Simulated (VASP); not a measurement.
# CsBa3: single point with PBE

The system is CsBa3.

```xyz
4
Lattice="0.0000 5.2213 5.2213 5.2213 0.0000 5.2213 5.2213 5.2213 0.0000" Properties=species:S:1:pos:R:3 pbc="T T T"
Cs    0.0000    0.0000    0.0000
Ba    2.6106    2.6106    2.6106
Ba    7.8319    7.8319    7.8319
Ba    5.2213    5.2213    5.2213
```

- Program: VASP 6.6.1
- Task: single point
- Functional: PBE
- Potentials or basis: VASP PAW PBE potentials, release 64 (Cs_sv, Ba_sv)
- Cutoff: 520 eV
- k mesh: 8 × 8 × 8
- Occupations: gaussian, width 0.1 eV
- Spin: no spin polarisation
- Dipole correction: no
- Further INCAR settings: ALGO = Fast; EDIFF = 1e-06; NBANDS = 28

| Quantity | Value |
| --- | --- |
| Pressure | 0.0 GPa |
| Band gap on the k mesh | zero (an odd number of electrons rules out a gap without spin polarisation) |

Levels at points of the mesh, in eV from the Fermi level:
| k point | band 18 | band 19 | band 20 | band 21 | band 22 | band 23 |
| --- | --- | --- | --- | --- | --- | --- |
| (0.00, 0.00, 0.00) | -0.28 | -0.28 | 0.58 | 0.58 | 0.58 | 0.59 |
| (0.50, 0.00, 0.00) | -1.03 | 0.33 | 0.33 | 0.37 | 0.43 | 0.43 |
| (0.50, 0.50, 0.00) | -0.85 | -0.75 | -0.44 | 0.66 | 0.76 | 0.76 |

Wall time 11 min on 1 thread of Intel Xeon 8259CL, on a shared host, peak memory 0.56 GiB.

Caveat: spin-orbit coupling is left out, which moves the levels of the heavy elements.
